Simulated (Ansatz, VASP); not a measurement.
## One calculation of TiN, two programs

```
CELL_PARAMETERS angstrom
0.00000 2.13581 2.13581
2.13581 0.00000 2.13581
2.13581 2.13581 0.00000
ATOMIC_POSITIONS crystal
Ti 0.00000 0.00000 0.00000
N 0.50000 0.50000 0.50000
```

Alike in both runs: task single point; functional PBE; k mesh 8 × 8 × 8; occupations gaussian, width 0.1 eV; collinear spin.

|  | VASP | Ansatz |
| --- | --- | --- |
| version | VASP 6.6.1 | Ansatz 0.2.0 |
| potentials or method | VASP PAW PBE potentials, release 64 (Ti_sv, N), cutoff 520 eV | scalar-relativistic, plane waves, PAW |
| valence electrons in the cell | 17 | 17 |

```tsv
	VASP	Ansatz	Ansatz less VASP
gap on the k mesh at the Fermi level (eV)	none	none	-
pressure (GPa)	-4.0	-4.5	-0.45
net moment per atom (μB)	0.00	0.00	0.000
```

A gap of «none» marks a metal or a gap that the smearing closes. With one functional, cell and mesh, what is left measures potentials, basis and numerics. Ansatz's warnings: seeded moment not kept.
